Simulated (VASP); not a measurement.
Input of a VASP 6.6.1 run:

POSCAR

```
AlGa2N3
1.0
   -1.4859139240      1.4859139240      6.3216380701
    1.4859139240     -1.4859139240      6.3216380701
    1.4859139240      1.4859139240     -6.3216380701
Al N Ga
1 3 2
Direct
    0.0000000000      0.0000000000      0.0000000000
    0.8366533783      0.8366533783      0.0000000000
    0.1633466217      0.1633466217      0.0000000000
    0.5000000000      0.5000000000      0.0000000000
    0.3342279049      0.3342279049      0.0000000000
    0.6657720951      0.6657720951      0.0000000000
```

INCAR.step1

```
SYSTEM = AlGa2N3
PREC = Accurate ; ENCUT = 660
ISMEAR = -1 ; SIGMA = 0.02
LREAL = .False. ; LASPH = .True.
NELM = 120 ; GGA = PE
ALGO = Normal ; EDIFF = 1E-5
LWAVE = .True. ; LCHARG = .False.
GGA_COMPAT = .False. ; IBRION = 2
ISIF = 3 ; EDIFFG = -0.005
NELMIN = 4 ; NSW = 100
KPAR = 4
```

File INCAR.step2:

```
SYSTEM = AlGa2N3
PREC = Accurate ; ENCUT = 660
EDIFF = 1E-7 ; ISMEAR = -1
SIGMA = 0.02 ; LREAL = .False.
LASPH = .True. ; NELM = 120
ALGO = Normal ; ISIF = 3
LWAVE = .False. ; LCHARG = .False.
METAGGA = R2SCAN ; LMIXTAU = .True.
IBRION = 2 ; NSW = 80
EDIFFG = -0.005 ; ISTART = 1
GGA_COMPAT = .False. ; NELMIN = 4
KPAR = 4
```

Contents of KPOINTS:

```
Automatic mesh
0
Gamma
  10 10 10
  0 0 0
```

Potentials or basis: VASP PAW PBE potentials, release 64 (Al, N, Ga_d).

Command:

```bash
$ cat potpaw_PBE.64/Al/POTCAR potpaw_PBE.64/N/POTCAR potpaw_PBE.64/Ga_d/POTCAR > POTCAR
$ cp INCAR.step1 INCAR
$ mpirun -np 4 vasp_std > vasp.out
$ cp INCAR.step2 INCAR
$ mpirun -np 4 vasp_std > vasp.out
```

(1) What does it give for the space group after relaxing (to 0.1 Å)?

(2) Predict the band gap on the k mesh.

(3) Estimate the relaxed volume.

(4) Estimate the relaxed cell.

## Answers

(1) I4/mmm (No. 139).

(2) 1.95 eV (least direct gap 3.03 eV).

(3) 9.04 Å³/atom.

(4) a = 6.594 Å, b = 6.594 Å, c = 6.594 Å, α = 154.21°, β = 154.21°, γ = 36.80°.

Caveat: the PAW data sets were made with another functional, which shifts forces and pressure a little.
